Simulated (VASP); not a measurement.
# AlN (P6_3/mmc) in VASP: a series of runs

The runs below take AlN through relaxation of shape and atoms at fixed volume, with PBE.

Program: VASP 6.6.1. These are calculated values, not measurements. Logs are shortened: lines on timing, memory, paths and dates and some standing lists are left out, and cuts for length are marked.

### Step 1. The cell of the first run

It takes space group P6_3/mmc (No. 194, hexagonal). The conventional cell has a = 3.347 Å, b = 3.347 Å, c = 4.228 Å, α = 90.00°, β = 90.00°, γ = 120.00°. Al (site symmetry -6m2) has 5 N at 1.93 to 2.11 Å within 2.6 Å. N (site symmetry -6m2) has 5 Al at 1.93 to 2.11 Å within 2.6 Å.

### Step 2. Relaxation of shape and atoms at fixed volume, PBE (volume scaled by 1.03)

The input, INCAR:

```
  PREC = Accurate
  ENCUT = 600
  EDIFF = 1E-7
  ISMEAR = 0
  SIGMA = 0.02
  LREAL = False
  LASPH = True
  NELM = 100
  ALGO = Normal
  ISIF = 4
  LWAVE = False
  LCHARG = False
  GGA = PE
  IBRION = 2
  NSW = 50
  EDIFFG = -0.01
```

The input, KPOINTS:

```
regular mesh
0
Gamma
  9 9 6
```

The input, POSCAR:

```
AlN
1.0
    3.3471195251      0.0000000000      0.0000000000
   -1.6735597626      2.8986905383      0.0000000000
    0.0000000000      0.0000000000      4.2283163277
Al N
2 2
Direct
    0.3333333333      0.6666666667      0.7500000000
    0.6666666667      0.3333333333      0.2500000000
    0.3333333333      0.6666666667      0.2500000000
    0.6666666667      0.3333333333      0.7500000000
```

Potentials or basis: VASP PAW PBE potentials, release 64 (Al, N).

Launch:

```console
$ cat potpaw_PBE.64/Al/POTCAR potpaw_PBE.64/N/POTCAR > POTCAR
$ mpirun -np 1 vasp_std > vasp.out
```

OUTCAR:

```text
PREC = Accurate
   ENCUT = 600
   EDIFF = 1E-7
   ISMEAR = 0
   LREAL = False
   LASPH = True
   NELM = 100
   ISIF = 4
   GGA = PE
   IBRION = 2
   NSW = 50
   EDIFFG = -0.01

 ion  position               nearest neighbor table
   1  0.333  0.667  0.750-   4 1.93   4 1.93   4 1.93   3 2.11   3 2.11   2 2.86   2 2.86   2 2.86
                             2 2.86   2 2.86   2 2.86
   2  0.667  0.333  0.250-   3 1.93   3 1.93   3 1.93   4 2.11   4 2.11   1 2.86   1 2.86   1 2.86
                             1 2.86   1 2.86   1 2.86
   3  0.333  0.667  0.250-   2 1.93   2 1.93   2 1.93   1 2.11   1 2.11
   4  0.667  0.333  0.750-   1 1.93   1 1.93   1 1.93   2 2.11   2 2.11

  LATTYP: Found a hexagonal cell.
 ALAT       =     3.3471195251
 C/A-ratio  =     1.2632701928

  Lattice vectors:

 A1 = (   3.3471195251,   0.0000000000,   0.0000000000)
 A2 = (  -1.6735597626,   2.8986905383,   0.0000000000)
 A3 = (   0.0000000000,   0.0000000000,   4.2283163277)

Analysis of symmetry for initial positions (statically):
=====================================================================
 Subroutine PRICEL returns:
 Original cell was already a primitive cell.

 Routine SETGRP: Setting up the symmetry group for a
 hexagonal supercell.

 Subroutine GETGRP returns: Found 24 space group operations
 (whereof 12 operations were pure point group operations)
 out of a pool of 24 trial point group operations.

The static configuration has the point symmetry D_3d.
 The point group associated with its full space group is D_6h.

Analysis of symmetry for dynamics (positions and initial velocities):
=====================================================================
 Subroutine PRICEL returns:
 Original cell was already a primitive cell.

 Routine SETGRP: Setting up the symmetry group for a
 hexagonal supercell.

 Subroutine GETGRP returns: Found 24 space group operations
 (whereof 12 operations were pure point group operations)
 out of a pool of 24 trial point group operations.

The dynamic configuration has the point symmetry D_3d.
 The point group associated with its full space group is D_6h.

 Subroutine INISYM returns: Found 24 space group operations
 (whereof 12 operations are pure point group operations),
 and found     1 'primitive' translations

----------------------------------------------------------------------------------------

                                     Primitive cell

  volume of cell :      41.0242

  direct lattice vectors                    reciprocal lattice vectors
     3.347119525  0.000000000  0.000000000     0.298764353  0.172491680  0.000000000
    -1.673559763  2.898690538  0.000000000     0.000000000  0.344983359  0.000000000
     0.000000000  0.000000000  4.228316328     0.000000000  0.000000000  0.236500754

  length of vectors
     3.347119525  3.347119525  4.228316328     0.344983359  0.344983359  0.236500754

  position of ions in fractional coordinates (direct lattice)
     0.333333333  0.666666667  0.750000000
     0.666666667  0.333333333  0.250000000
     0.333333333  0.666666667  0.250000000
     0.666666667  0.333333333  0.750000000

  ion indices of the primitive-cell ions
   primitive index   ion index
                 1           1
                 2           2
                 3           3
                 4           4

----------------------------------------------------------------------------------------

 KPOINTS: regular mesh

Automatic generation of k-mesh.
 Grid dimensions read from file:
 generate k-points for:    9    9    6

 Generating k-lattice:

  Cartesian coordinates                     Fractional coordinates (reciprocal lattice)
     0.033196039  0.019165742  0.000000000     0.111111111 -0.000000000  0.000000000
     0.000000000  0.038331484  0.000000000     0.000000000  0.111111111  0.000000000
     0.000000000  0.000000000  0.039416792     0.000000000  0.000000000  0.166666667

  Length of vectors
     0.038331484  0.038331484  0.039416792

  Shift w.r.t. Gamma in fractional coordinates (k-lattice)
     0.000000000  0.000000000  0.000000000

 Subroutine IBZKPT returns following result:
 ===========================================

 Found     48 irreducible k-points:

 Following reciprocal coordinates:
            Coordinates               Weight
  0.000000  0.000000  0.000000      1.000000
  0.111111 -0.000000  0.000000      6.000000
  0.222222 -0.000000  0.000000      6.000000
  0.333333 -0.000000  0.000000      6.000000
  0.444444 -0.000000  0.000000      6.000000
  0.111111  0.111111  0.000000      6.000000
[... 16 lines left out ...]
  0.333333  0.222222  0.166667     24.000000
  0.333333  0.333333  0.166667      4.000000
 [... further k-points ...]
   k-points           NKPTS =     48   k-points in BZ     NKDIM =     48   number of bands    NBANDS=     12
   number of dos      NEDOS =    301   number of ions     NIONS =      4
   total plane-waves  NPLWV =  28224
   dimension x,y,z NGX =    28 NGY =   28 NGZ =   36
   dimension x,y,z NGXF=    56 NGYF=   56 NGZF=   72
   ions per type =               2   2
   NGX,Y,Z   is equivalent  to a cutoff of  13.91, 13.91, 14.15 a.u.
   NGXF,Y,Z  is equivalent  to a cutoff of  27.81, 27.81, 28.31 a.u.
 SYSTEM =  unknown system
   PREC   = accura    normal or accurate (medium, high low for compatibility)
   ISTART =      0    job   : 0-new  1-cont  2-samecut
   ICHARG =      2    charge: 1-file 2-atom 10-const
   ISPIN  =      1    spin polarized calculation?
   LNONCOLLINEAR =      F non collinear calculations
   LSORBIT =      F    spin-orbit coupling
   LASPH  =      T    aspherical Exc in radial PAW
   ENCUT  =  600.0 eV  44.10 Ry    6.64 a.u.   6.69  6.69  8.44*2*pi/ulx,y,z
   NELM   =    100;   NELMIN=  2; NELMDL= -5     # of ELM steps
   EDIFF  = 0.1E-06   stopping-criterion for ELM
   LREAL  =      F    real-space projection
   EDIFFG = -.1E-01   stopping-criterion for IOM
   NSW    =     50    number of steps for IOM
   IBRION =      2    ionic relax: 0-MD 1-quasi-New 2-CG
   NFREE  =      1    steps in history (QN), initial steepest desc. (CG)
   ISIF   =      4    stress and relaxation
   ISYM   =      2    0-nonsym 1-usesym 2-fastsym
   POTIM  = 0.5000    time-step for ionic-motion
   TEBEG  =    0.0;   TEEND  =   0.0 temperature during run
   PSTRESS=    0.0 pullay stress
   NELECT =      16.0000    total number of electrons
   NUPDOWN=      -1.0000    fix difference up-down
   EMIN   =  10.00;   EMAX   =-10.00  energy-range for DOS
   EFERMI =   0.00;   METHOD = LEGACY
   ISMEAR =     0;   SIGMA  =   0.02  broadening in eV -4-tet -1-fermi 0-gaus
   EFERMI_NEDOS =   21; number of points for ismear=-14 and -15
   IALGO  =     38    algorithm
   IMIX   =      4    mixing-type and parameters
     AMIX     =   0.40;   BMIX     =  1.00
     AMIX_MAG =   1.60;   BMIX_MAG =  1.00
  volume/ion in A,a.u.               =      10.26        69.21
  Fermi-wavevector in a.u.,A,eV,Ry     =   1.196101  2.260304 19.465289  1.430658
  Thomas-Fermi vector in A             =   2.332050
   LORBIT       =      0    0 simple, 1 ext, 2 COOP (PROOUT), +10 PAW based schemes
   GGA     = PE    functional components
   LHFCALC =     F    Hartree Fock is set to
   AEXX    =    0.0000 exact exchange contribution
   IVDW    =     0    specifies the selected vdW correction
   LEPSILON=     F    determine dielectric tensor
   LRPA    =     F    only Hartree local field effects (RPA)
 conjugate gradient relaxation of ions
 non-spin polarized calculation
 Gauss-broadening in eV      SIGMA  =   0.02
  energy-cutoff  :      600.00
  volume of cell :       41.02
 maximum number of plane-waves:      1397
 NGX is ok and might be reduce to    28

--------------------------------------- Ionic step        1  -------------------------------------------

 number of electron      16.0000001 magnetization

 Free energy of the ion-electron system (eV)
  ---------------------------------------------------
  ext. energy  EPLUGINS =         0.00000000
  ---------------------------------------------------
  free energy    TOTEN  =       -29.29878326 eV

  energy without entropy =      -29.29878326  energy(sigma->0) =      -29.29878326

------------------------ aborting loop because EDIFF is reached ----------------------------------------

  FORCE on cell =-STRESS in cart. coord.  units (eV):
  Direction    XX          YY          ZZ          XY          YZ          ZX
  --------------------------------------------------------------------------------------
  -------------------------------------------------------------------------------------
  Total       -1.6857666     -1.6857666     -1.3396161      0.0000000      0.0000000     -0.0000000
  in kB      -65.8366115    -65.8366115    -52.3179123      0.0000000      0.0000000     -0.0000000
  external PRESSURE =     -61.3303785 kB  Pullay stress =       0.0000000 kB
[... 61 lines left out ...]
  energy  without entropy=      -29.2995336612  energy(sigma->0) =      -29.29953366

--------------------------------------- Ionic step        3  -------------------------------------------

 number of electron      16.0000000 magnetization

 Free energy of the ion-electron system (eV)
  ---------------------------------------------------
  ext. energy  EPLUGINS =         0.00000000
  ---------------------------------------------------
  free energy    TOTEN  =       -29.29987272 eV

  energy without entropy =      -29.29987272  energy(sigma->0) =      -29.29987272

 E-fermi :   7.7259     XC(G=0): -11.0271

 val. band max:        7.6424576161   @ k =   0.0000   0.0000   0.0000
 cond. band min:      10.6538600456   @ k =   0.0000   0.0000   0.0000
 fundamental gap:      3.0114024295
 Fermi energy:         7.7259099364

 k-point     1 :       0.0000    0.0000    0.0000
  band No.  band energies     occupation
      1      -8.9338      2.00000
      2      -5.5075      2.00000
      3       0.9202      2.00000
      4       4.4536      2.00000
      5       4.4536      2.00000
      6       6.0409      2.00000
      7       6.0409      2.00000
      8       7.6425      2.00000
      9      10.6539      0.00000
     10      11.8012      0.00000
     11      15.7352      0.00000
     12      15.7352      0.00000
[... 331 lines left out ...]
 k-point    24 :       0.3333    0.3333    0.1667
  band No.  band energies     occupation
      1      -6.4505      2.00000
      2      -6.4505      2.00000
      3       1.2901      2.00000
      4       2.1495      2.00000
      5       2.1495      2.00000
      6       4.6202      2.00000
      7       5.0751      2.00000
      8       5.0751      2.00000
      9      13.3629      0.00000
     10      13.8827      0.00000
     11      15.9935      0.00000
     12      15.9935      0.00000

 [... further k-points ...]

------------------------ aborting loop because EDIFF is reached ----------------------------------------

  FORCE on cell =-STRESS in cart. coord.  units (eV):
  Direction    XX          YY          ZZ          XY          YZ          ZX
  --------------------------------------------------------------------------------------
  -------------------------------------------------------------------------------------
  Total       -1.5054732     -1.5054732     -1.5040934      0.0000000     -0.0000000     -0.0000000
  in kB      -58.7953606    -58.7953606    -58.7414759      0.0000000     -0.0000000     -0.0000000
  external PRESSURE =     -58.7773991 kB  Pullay stress =       0.0000000 kB
[... 19 lines left out ...]
  FREE ENERGIE OF THE ION-ELECTRON SYSTEM (eV)
  ---------------------------------------------------
  free  energy   TOTEN  =       -29.2998727249 eV

  energy  without entropy=      -29.2998727249  energy(sigma->0) =      -29.29987272

 reached required accuracy - stopping structural energy minimisation
```

It took 41 s on 1 thread of Intel Xeon Platinum 8488C (Sapphire Rapids), shared host; peak memory 0.17 GiB.

Results:

| Item | Value |
| --- | --- |
| Free energy | -29.2999 eV |
| Energy gained by relaxing | 0.3 meV/atom |
| Ionic steps | 3 |
| Pressure after relaxing | -5.9 GPa |
| Band gap on the k mesh | 3.01 eV, direct |

The path:
```csv
step,energy change (eV),largest force (eV/Å),pressure (GPa),volume (Å³)
1,0.0000,0.0000,-6.13,41.02
2,-0.0008,0.0000,-6.03,41.02
3,-0.0011,0.0000,-5.88,41.02
```

Final structure:
```
Al N
1.0
     3.33664    0.00000    0.00000
    -1.66832    2.88961    0.00000
     0.00000    0.00000    4.25492
Al N
2 2
Cartesian
  0.0000 1.9264 3.1912
  1.6683 0.9632 1.0637
  0.0000 1.9264 1.0637
  1.6683 0.9632 3.1912
```

Caveat: the cell differs from its parent crystal (volume scaled by 1.03).

### Step 3. Relaxation of shape and atoms at fixed volume, PBE

The input, INCAR:

```
  ALGO = Normal
  EDIFF = 1E-7
  EDIFFG = -0.01
  ENCUT = 600
  GGA = PE
  IBRION = 2
  ISIF = 4
  ISMEAR = 0
  LASPH = True
  LCHARG = False
  LREAL = False
  LWAVE = False
  NELM = 60
  NSW = 50
  PREC = Accurate
  SIGMA = 0.02
```

The input, KPOINTS:

```
k-points
0
Gamma
  9 9 6
```

The input, POSCAR:

```
AlN
1.0
    3.3709237865      0.0000000000      0.0000000000
   -1.6854618933      2.9193056333      0.0000000000
    0.0000000000      0.0000000000      4.2902310916
Al N
2 2
Direct
    0.3333333333      0.6666666667      0.7500000000
    0.6666666667      0.3333333333      0.2500000000
    0.3333333333      0.6666666667      0.2500000000
    0.6666666667      0.3333333333      0.7500000000
```

Potentials or basis: VASP PAW PBE potentials, release 64 (Al, N).

Launch:

```console
$ cat potpaw_PBE.64/Al/POTCAR potpaw_PBE.64/N/POTCAR > POTCAR
$ mpirun -np 1 vasp_std > vasp.out
```

Wall time 38 s (1 thread of Intel Xeon Platinum 8488C (Sapphire Rapids), shared host); peak memory 0.17 GiB.

Results (log left out):

- Free energy: -29.2399 eV
- Energy gained by relaxing: 0.4 meV/atom
- Ionic steps: 3
- Pressure after relaxing: -10.5 GPa
- Band gap on the k mesh: 2.76 eV, direct

Step by step:
| step | energy change (eV) | largest force (eV/Å) | pressure (GPa) | volume (Å³) |
| --- | --- | --- | --- | --- |
| 1 | 0.0000 | 0.0000 | -10.90 | 42.22 |
| 2 | -0.0010 | 0.0000 | -10.78 | 42.22 |
| 3 | -0.0017 | 0.0000 | -10.49 | 42.22 |

Final structure:
```
Al N
1.0
     3.35601    0.00000    0.00000
    -1.67800    2.90639    0.00000
     0.00000    0.00000    4.32846
Al N
2 2
Direct
  0.33333 0.66667 0.75000
  0.66667 0.33333 0.25000
  0.33333 0.66667 0.25000
  0.66667 0.33333 0.75000
```

Levels at points of the mesh, in eV from the valence-band top:
| k point | band 5 | band 6 | band 7 | band 8 | band 9 | band 10 | band 11 | band 12 |
| --- | --- | --- | --- | --- | --- | --- | --- | --- |
| (0.00, 0.00, 0.00) | -3.12 | -1.62 | -1.62 | 0.00 | 2.76 | 3.94 | 7.97 | 7.97 |
| (0.00, 0.00, 0.50) | -2.40 | -2.40 | -2.40 | -2.40 | 5.21 | 5.21 | 8.21 | 8.21 |

### Step 4. Relaxation of shape and atoms at fixed volume, PBE

This run uses another cell than the first one, of 10.55 Å³/atom, 1.029 times its volume.

The input, INCAR:

```
SYSTEM = AlN
PREC = Accurate
ENCUT = 600
EDIFF = 1E-6
ISMEAR = 0
SIGMA = 0.02
LREAL = .FALSE.
LASPH = .TRUE.
NELM = 80
ALGO = Normal
ISIF = 4
LWAVE = .FALSE.
LCHARG = .FALSE.
GGA = PE
IBRION = 2
NSW = 50
EDIFFG = -0.01
```

The input, KPOINTS:

```
Automatic mesh
0
G
  9 9 6
  0 0 0
```

POSCAR is that of step 3.

Launch:

```console
$ cat potpaw_PBE.64/Al/POTCAR potpaw_PBE.64/N/POTCAR > POTCAR
$ mpirun -np 1 vasp_std > vasp.out
```

Run time: 34 s. Hardware: 1 thread of Intel Xeon Platinum 8488C (Sapphire Rapids), shared host; peak memory 0.18 GiB.

The run converged. Its results:

| Property | Result |
| --- | --- |
| Free energy | -29.2399 eV |
| Energy gained by relaxing | 0.4 meV/atom |
| Ionic steps | 3 |
| Pressure after relaxing | -10.5 GPa |
| Band gap on the k mesh | 2.76 eV, direct |

Step by step:
```csv
step,energy change (eV),largest force (eV/Å),pressure (GPa),volume (Å³)
1,0.0000,0.0000,-10.90,42.22
2,-0.0010,0.0000,-10.78,42.22
3,-0.0017,0.0000,-10.50,42.22
```

Final structure:
```
Al N
1.0
     3.35596    0.00000    0.00000
    -1.67798    2.90635    0.00000
     0.00000    0.00000    4.32858
Al N
2 2
Direct
  0.33333 0.66667 0.75000
  0.66667 0.33333 0.25000
  0.33333 0.66667 0.25000
  0.66667 0.33333 0.75000
```

Levels at points of the mesh, in eV from the valence-band top:
```csv
k point,band 4,band 5,band 6,band 7,band 8,band 9,band 10,band 11,band 12
"(0.00, 0.00, 0.00)",-3.12,-3.12,-1.62,-1.62,0.00,2.76,3.94,7.97,7.97
"(0.00, 0.00, 0.50)",-3.69,-2.40,-2.40,-2.40,-2.40,5.21,5.21,8.21,8.21
```

[end of part 1 of 2]
